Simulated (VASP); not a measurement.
# BAs (F-43m) in VASP: settings compared

The runs below take BAs through single point, with PBEsol+D4, PBEsol, PBE-based screened hybrid.

Program: VASP 6.6.1. These are calculated values, not measurements. Logs are shortened: lines on timing, memory, paths and dates and some standing lists are left out, and cuts for length are marked.

### 1 The cell of the first run

It takes space group F-43m (No. 216, cubic). Conventional cell: a = 4.784 Å, b = 4.784 Å, c = 4.784 Å, α = 90.00°, β = 90.00°, γ = 90.00°. Within 2.7 Å of B (site symmetry -43m) lie 4 As at 2.07 Å. As (site symmetry -43m) has 4 B at 2.07 Å within 2.7 Å.

### 2 Single point, PBEsol+D4

The input, INCAR:

```
SYSTEM = BAs
ALGO     = Normal         ! electronic algorithm
EDIFF    = 1E-6           ! SCF threshold, eV
ENCUT    = 500            ! plane-wave cutoff, eV
GGA      = PS             ! functional
GGA_COMPAT= .False.      
ISIF     = 2              ! what is computed and relaxed
ISMEAR   = 0              ! smearing method
IVDW     = 13             ! dispersion correction
LASPH    = .True.         ! aspherical terms in the spheres
LCHARG   = .False.        ! write CHGCAR
LREAL    = .False.        ! projectors in reciprocal space
LWAVE    = .False.        ! write WAVECAR
NBANDS   = 11             ! bands
NELM     = 120            ! most SCF steps
PREC     = Accurate       ! precision mode
SIGMA    = 0.01           ! smearing width, eV
```

The input, KPOINTS:

```
k-points
0
Gamma
  6 6 6
  0 0 0
```

The input, POSCAR:

```
BAs
1.0
    0.0000000000      2.3918676038      2.3918676038
    2.3918676038      0.0000000000      2.3918676038
    2.3918676038      2.3918676038      0.0000000000
B As
1 1
Direct
    0.0000000000      0.0000000000      0.0000000000
    0.2500000000      0.2500000000      0.2500000000
```

Potentials or basis: VASP PAW PBE potentials, release 64 (B, As).

The run is started by

```bash
cat potpaw_PBE.64/B/POTCAR potpaw_PBE.64/As/POTCAR > POTCAR
mpirun -np 1 vasp_std > vasp.out
```

OUTCAR:

```text
SYSTEM = BAs
   EDIFF = 1E-6
   ENCUT = 500
   GGA = PS
   ISIF = 2
   ISMEAR = 0
   IVDW = 13
   LASPH = .True.
   LREAL = .False.
   NELM = 120
   PREC = Accurate

 ion  position               nearest neighbor table
   1  0.000  0.000  0.000-   2 2.07   2 2.07   2 2.07   2 2.07
   2  0.250  0.250  0.250-   1 2.07   1 2.07   1 2.07   1 2.07

  LATTYP: Found a face centered cubic cell.
 ALAT       =     4.7837352076

  Lattice vectors:

 A1 = (   0.0000000000,   2.3918676038,   2.3918676038)
 A2 = (   2.3918676038,   0.0000000000,   2.3918676038)
 A3 = (   2.3918676038,   2.3918676038,   0.0000000000)

Analysis of symmetry for initial positions (statically):
=====================================================================
 Subroutine PRICEL returns:
 Original cell was already a primitive cell.

 Routine SETGRP: Setting up the symmetry group for a
 face centered cubic supercell.

 Subroutine GETGRP returns: Found 24 space group operations
 (whereof 24 operations were pure point group operations)
 out of a pool of 48 trial point group operations.

The static configuration has the point symmetry T_d .

Analysis of symmetry for dynamics (positions and initial velocities):
=====================================================================
 Subroutine PRICEL returns:
 Original cell was already a primitive cell.

 Routine SETGRP: Setting up the symmetry group for a
 face centered cubic supercell.

 Subroutine GETGRP returns: Found 24 space group operations
 (whereof 24 operations were pure point group operations)
 out of a pool of 48 trial point group operations.

The dynamic configuration has the point symmetry T_d .

 Subroutine INISYM returns: Found 24 space group operations
 (whereof 24 operations are pure point group operations),
 and found     1 'primitive' translations

----------------------------------------------------------------------------------------

                                     Primitive cell

  volume of cell :      27.3679

  direct lattice vectors                    reciprocal lattice vectors
     0.000000000  2.391867604  2.391867604    -0.209041671  0.209041671  0.209041671
     2.391867604  0.000000000  2.391867604     0.209041671 -0.209041671  0.209041671
     2.391867604  2.391867604  0.000000000     0.209041671  0.209041671 -0.209041671

  length of vectors
     3.382611605  3.382611605  3.382611605     0.362070795  0.362070795  0.362070795

  position of ions in fractional coordinates (direct lattice)
     0.000000000  0.000000000  0.000000000
     0.250000000  0.250000000  0.250000000

  ion indices of the primitive-cell ions
   primitive index   ion index
                 1           1
                 2           2

----------------------------------------------------------------------------------------

 KPOINTS: k-points

Automatic generation of k-mesh.
 Grid dimensions read from file:
 generate k-points for:    6    6    6

 Generating k-lattice:

  Cartesian coordinates                     Fractional coordinates (reciprocal lattice)
    -0.034840278  0.034840278  0.034840278     0.166666667  0.000000000  0.000000000
     0.034840278 -0.034840278  0.034840278     0.000000000  0.166666667  0.000000000
     0.034840278  0.034840278 -0.034840278     0.000000000  0.000000000  0.166666667

  Length of vectors
     0.060345132  0.060345132  0.060345132

  Shift w.r.t. Gamma in fractional coordinates (k-lattice)
     0.000000000  0.000000000  0.000000000

 Subroutine IBZKPT returns following result:
 ===========================================

 Found     16 irreducible k-points:

 Following reciprocal coordinates:
            Coordinates               Weight
  0.000000  0.000000  0.000000      1.000000
  0.166667  0.000000  0.000000      8.000000
  0.333333  0.000000  0.000000      8.000000
  0.500000  0.000000  0.000000      4.000000
  0.166667  0.166667  0.000000      6.000000
  0.333333  0.166667  0.000000     24.000000
[... 8 lines left out ...]
 -0.333333  0.333333  0.166667     24.000000
 -0.333333  0.500000  0.166667     12.000000
   k-points           NKPTS =     16   k-points in BZ     NKDIM =     16   number of bands    NBANDS=     11
   number of dos      NEDOS =    301   number of ions     NIONS =      2
   total plane-waves  NPLWV =  21952
   dimension x,y,z NGX =    28 NGY =   28 NGZ =   28
   dimension x,y,z NGXF=    56 NGYF=   56 NGZF=   56
   ions per type =               1   1
   NGX,Y,Z   is equivalent  to a cutoff of  13.76, 13.76, 13.76 a.u.
   NGXF,Y,Z  is equivalent  to a cutoff of  27.52, 27.52, 27.52 a.u.
 SYSTEM =  BAs
   PREC   = accura    normal or accurate (medium, high low for compatibility)
   ISTART =      0    job   : 0-new  1-cont  2-samecut
   ICHARG =      2    charge: 1-file 2-atom 10-const
   ISPIN  =      1    spin polarized calculation?
   LNONCOLLINEAR =      F non collinear calculations
   LSORBIT =      F    spin-orbit coupling
   LASPH  =      T    aspherical Exc in radial PAW
   ENCUT  =  500.0 eV  36.75 Ry    6.06 a.u.   6.17  6.17  6.17*2*pi/ulx,y,z
   NELM   =    120;   NELMIN=  2; NELMDL= -5     # of ELM steps
   EDIFF  = 0.1E-05   stopping-criterion for ELM
   LREAL  =      F    real-space projection
   EDIFFG = 0.1E-04   stopping-criterion for IOM
   NSW    =      0    number of steps for IOM
   IBRION =     -1    ionic relax: 0-MD 1-quasi-New 2-CG
   NFREE  =      0    steps in history (QN), initial steepest desc. (CG)
   ISIF   =      2    stress and relaxation
   ISYM   =      2    0-nonsym 1-usesym 2-fastsym
   POTIM  = 0.5000    time-step for ionic-motion
   TEBEG  =    0.0;   TEEND  =   0.0 temperature during run
   PSTRESS=    0.0 pullay stress
   NELECT =       8.0000    total number of electrons
   NUPDOWN=      -1.0000    fix difference up-down
   EMIN   =  10.00;   EMAX   =-10.00  energy-range for DOS
   EFERMI =   0.00;   METHOD = LEGACY
   ISMEAR =     0;   SIGMA  =   0.01  broadening in eV -4-tet -1-fermi 0-gaus
   EFERMI_NEDOS =   21; number of points for ismear=-14 and -15
   IALGO  =     38    algorithm
   IMIX   =      4    mixing-type and parameters
     AMIX     =   0.40;   BMIX     =  1.00
     AMIX_MAG =   1.60;   BMIX_MAG =  1.00
  volume/ion in A,a.u.               =      13.68        92.34
  Fermi-wavevector in a.u.,A,eV,Ry     =   1.086487  2.053162 16.061039  1.180453
  Thomas-Fermi vector in A             =   2.222624
   LORBIT       =      0    0 simple, 1 ext, 2 COOP (PROOUT), +10 PAW based schemes
   GGA     = PS    functional components
   LHFCALC =     F    Hartree Fock is set to
   AEXX    =    0.0000 exact exchange contribution
   IVDW    =    13    specifies the selected vdW correction
   LEPSILON=     F    determine dielectric tensor
   LRPA    =     F    only Hartree local field effects (RPA)
 non-spin polarized calculation
 Gauss-broadening in eV      SIGMA  =   0.01
  energy-cutoff  :      500.00
  volume of cell :       27.37
 maximum number of plane-waves:       725
 NGX is ok and might be reduce to    28
   NGX = 13   NGY = 13   NGZ = 13

 number of electron       8.0000000 magnetization

 Free energy of the ion-electron system (eV)
  ---------------------------------------------------
  ext. energy  EPLUGINS =         0.00000000
  ---------------------------------------------------
  free energy    TOTEN  =       -12.18382252 eV

  energy without entropy =      -12.18382252  energy(sigma->0) =      -12.18382252

 E-fermi :   6.0896     XC(G=0): -10.7104

 val. band max:        6.0039043381   @ k =   0.0000   0.0000   0.0000
 cond. band min:       7.1872833892   @ k =   0.3333   0.3333   0.0000
 fundamental gap:      1.1833790511
 Fermi energy:         6.0895921547

 k-point     1 :       0.0000    0.0000    0.0000
  band No.  band energies     occupation
      1      -9.3967      2.00000
      2       6.0039      2.00000
      3       6.0039      2.00000
      4       6.0039      2.00000
      5       9.2357      0.00000
      6       9.2357      0.00000
      7       9.2357      0.00000
      8      10.6322      0.00000
      9      15.3268      0.00000
     10      18.9131      0.00000
     11      18.9131      0.00000

 k-point     2 :       0.1667    0.0000    0.0000
  band No.  band energies     occupation
      1      -8.9445      2.00000
      2       3.0334      2.00000
      3       5.3193      2.00000
      4       5.3193      2.00000
      5       9.2445      0.00000
      6      10.1241      0.00000
      7      10.1241      0.00000
      8      12.5926      0.00000
      9      16.7672      0.00000
     10      17.2007      0.00000
     11      17.2007      0.00000

 k-point     3 :       0.3333    0.0000    0.0000
  band No.  band energies     occupation
      1      -7.6798      2.00000
      2      -0.7523      2.00000
      3       4.4858      2.00000
      4       4.4858      2.00000
      5       8.8026      0.00000
      6      10.7777      0.00000
      7      10.7777      0.00000
      8      14.5643      0.00000
      9      17.2821      0.00000
     10      17.9351      0.00000
     11      17.9351      0.00000

 k-point     4 :       0.5000    0.0000    0.0000
  band No.  band energies     occupation
      1      -6.5270      2.00000
      2      -2.8002      2.00000
      3       4.1811      2.00000
      4       4.1811      2.00000
      5       8.6318      0.00000
      6      10.7221      0.00000
      7      10.7221      0.00000
      8      14.6986      0.00000
      9      18.5265      0.00000
     10      20.4675      0.00000
     11      20.4675      0.00000
[... 127 lines left out ...]
 k-point    14 :       0.5000    0.3333    0.1667
  band No.  band energies     occupation
      1      -6.6015      2.00000
      2      -0.7456      2.00000
      3       1.1040      2.00000
      4       2.7712      2.00000
      5       9.7128      0.00000
      6      11.0971      0.00000
      7      11.7930      0.00000
      8      14.9887      0.00000
      9      17.3465      0.00000
     10      19.6089      0.00000
     11      21.9345      0.00000

 k-point    15 :      -0.3333    0.3333    0.1667
  band No.  band energies     occupation
      1      -5.5771      2.00000
      2      -2.0362      2.00000
      3       0.5632      2.00000
      4       2.1177      2.00000
      5      10.2558      0.00000
      6      11.1586      0.00000
      7      13.3911      0.00000
      8      14.8055      0.00000
      9      16.1529      0.00000
     10      20.3602      0.00000
     11      22.1339      0.00000

 k-point    16 :      -0.3333    0.5000    0.1667
  band No.  band energies     occupation
      1      -5.1034      2.00000
      2      -2.1757      2.00000
      3       0.8211      2.00000
      4       1.0151      2.00000
      5       9.6980      0.00000
      6       9.8898      0.00000
      7      14.5872      0.00000
      8      14.7944      0.00000
      9      18.2242      0.00000
     10      21.5342      0.00000
     11      21.7268      0.00000

------------------------ aborting loop because EDIFF is reached ----------------------------------------

  DFT-D4 for vdW energy calculation

  Edisp (eV):   -0.42241

  FORCE on cell =-STRESS in cart. coord.  units (eV):
  Direction    XX          YY          ZZ          XY          YZ          ZX
  --------------------------------------------------------------------------------------
  -------------------------------------------------------------------------------------
  Total      -0.50589    -0.50589    -0.50589     0.00000     0.00000     0.00000
  in kB     -29.61585   -29.61585   -29.61585     0.00000     0.00000     0.00000
  external pressure =      -29.62 kB  Pullay stress =        0.00 kB

 VOLUME and BASIS-vectors are now :
 -----------------------------------------------------------------------------
  energy-cutoff  :      500.00
  volume of cell :       27.37
      direct lattice vectors                 reciprocal lattice vectors
     0.000000000  2.391867604  2.391867604    -0.209041671  0.209041671  0.209041671
     2.391867604  0.000000000  2.391867604     0.209041671 -0.209041671  0.209041671
     2.391867604  2.391867604  0.000000000     0.209041671  0.209041671 -0.209041671

 POSITION                                       TOTAL-FORCE (eV/Angst)
 -----------------------------------------------------------------------------------
      0.00000      0.00000      0.00000         0.000000      0.000000     -0.000000
      1.19593      1.19593      1.19593        -0.000000     -0.000000      0.000000
 -----------------------------------------------------------------------------------
    total drift:                               -0.000000     -0.000000     -0.000000

  FREE ENERGIE OF THE ION-ELECTRON SYSTEM (eV)
  ---------------------------------------------------
  free  energy   TOTEN  =       -12.6062337644 eV

  energy  without entropy=      -12.6062337644  energy(sigma->0) =      -12.60623376
```

Run time: 6.7 s. Hardware: 1 thread of Intel Xeon Platinum 8259CL at 2.50GHz (Skylake/Cascade Lake), shared host; peak memory 0.15 GiB.

Results:

- Free energy: -12.6062 eV
- Pressure: -3.0 GPa
- Band gap on the k mesh: 1.18 eV, indirect (least direct gap 3.23 eV)
- Dispersion energy per atom: -0.211 eV

Levels at points of the mesh, in eV from the valence-band top:
| k point | band 1 | band 2 | band 3 | band 4 | band 5 | band 6 | band 7 | band 8 |
| --- | --- | --- | --- | --- | --- | --- | --- | --- |
| (0.00, 0.00, 0.00) | -15.40 | 0.00 | 0.00 | 0.00 | 3.23 | 3.23 | 3.23 | 4.63 |
| (0.50, 0.00, 0.00) | -12.53 | -8.80 | -1.82 | -1.82 | 2.63 | 4.72 | 4.72 | 8.69 |
| (0.50, 0.50, 0.00) | -11.23 | -8.51 | -4.09 | -4.09 | 1.31 | 1.34 | 11.30 | 11.30 |

Caveat: the PAW data sets were made with another functional, which shifts forces and pressure a little.

### 3 Single point, PBEsol

The input, INCAR:

```
PREC     = Accurate       # precision mode
ENCUT    = 500            # plane-wave cutoff, eV
EDIFF    = 1E-6           # SCF threshold, eV
ISMEAR   = 0              # smearing method
SIGMA    = 0.01           # smearing width, eV
LREAL    = F              # projectors in reciprocal space
LASPH    = T              # aspherical terms in the spheres
NELM     = 120            # most SCF steps
ALGO     = Normal         # electronic algorithm
ISIF     = 2              # what is computed and relaxed
LWAVE    = F              # write WAVECAR
LCHARG   = F              # write CHGCAR
GGA      = PS             # functional
NBANDS   = 11             # bands
ISYM     = 0            
GGA_COMPAT= F
```

The input, KPOINTS:

```
Automatic mesh
0
Gamma
  8 8 1
```

POSCAR is that of step 2.

Potentials or basis: VASP PAW PBE potentials, release 64 (B, As).

The run is started by

```bash
cat potpaw_PBE.64/B/POTCAR potpaw_PBE.64/As/POTCAR > POTCAR
mpirun -np 1 vasp_std > vasp.out
```

Run time: 11 s. Hardware: 1 thread of Intel Xeon Platinum 8259CL at 2.50GHz (Skylake/Cascade Lake), shared host; peak memory 0.16 GiB.

The run converged, but its numbers aren't listed here, since they failed a check.

Caveat: the k points lie up to 2.27 Å⁻¹ apart; the PAW data sets were made with another functional, which shifts forces and pressure a little.

### 4 Single point, PBE-based screened hybrid

POSCAR is that of step 3.

The input, INCAR.step1:

```
PREC = Accurate
ENCUT = 520
EDIFF = 1E-5
ISMEAR = 0
SIGMA = 0.01
LREAL = F
LASPH = T
NELM = 120
ALGO = Normal
ISIF = 2
LWAVE = T
LCHARG = F
GGA = PE
NBANDS = 16
GGA_COMPAT = F
```

The input, INCAR.step2:

```
PREC = Accurate
ENCUT = 520
EDIFF = 1E-6
ISMEAR = 0
SIGMA = 0.01
LREAL = F
LASPH = T
NELM = 120
ALGO = Normal
ISIF = 2
LWAVE = F
LCHARG = F
GGA = PE
LHFCALC = T
AEXX = 0.75
HFSCREEN = 0.2078
PRECFOCK = Normal
ISTART = 1
NBANDS = 16
GGA_COMPAT = F
```

The input, KPOINTS:

```
regular mesh
0
Gamma
  4 4 4
```

Potentials or basis: VASP PAW PBE potentials, release 64 (B, As_d).

The run is started by

```bash
cat potpaw_PBE.64/B/POTCAR potpaw_PBE.64/As_d/POTCAR > POTCAR
cp INCAR.step1 INCAR
mpirun -np 1 vasp_std > vasp.out
cp INCAR.step2 INCAR
mpirun -np 1 vasp_std > vasp.out
```

Run time: 2.6 min. Hardware: 1 thread of Intel Xeon 6975P-C (Granite Rapids), shared host; peak memory 0.25 GiB.

It converged, with:

| Item | Value |
| --- | --- |
| Free energy | -17.2936 eV |
| Pressure | -6.5 GPa |
| Band gap on the k mesh | 3.63 eV, indirect (least direct gap 6.09 eV) |

Levels at points of the mesh, in eV from the valence-band top:
```
           k point  band 6  band 7  band 8  band 9  band 10  band 11  band 12  band 13
(0.00, 0.00, 0.00)  -19.77    0.00    0.00    0.00     6.09     6.09     6.09     8.54
(0.50, 0.00, 0.00)  -15.96  -11.29   -2.26   -2.26     5.57     7.76     7.76    12.36
(0.50, 0.50, 0.00)  -14.07  -11.20   -5.12   -5.12     3.63     3.80    16.36    16.36
```

Caveat: the k points lie up to 0.57 Å⁻¹ apart; the PAW data sets were made with another functional, which shifts forces and pressure a little.
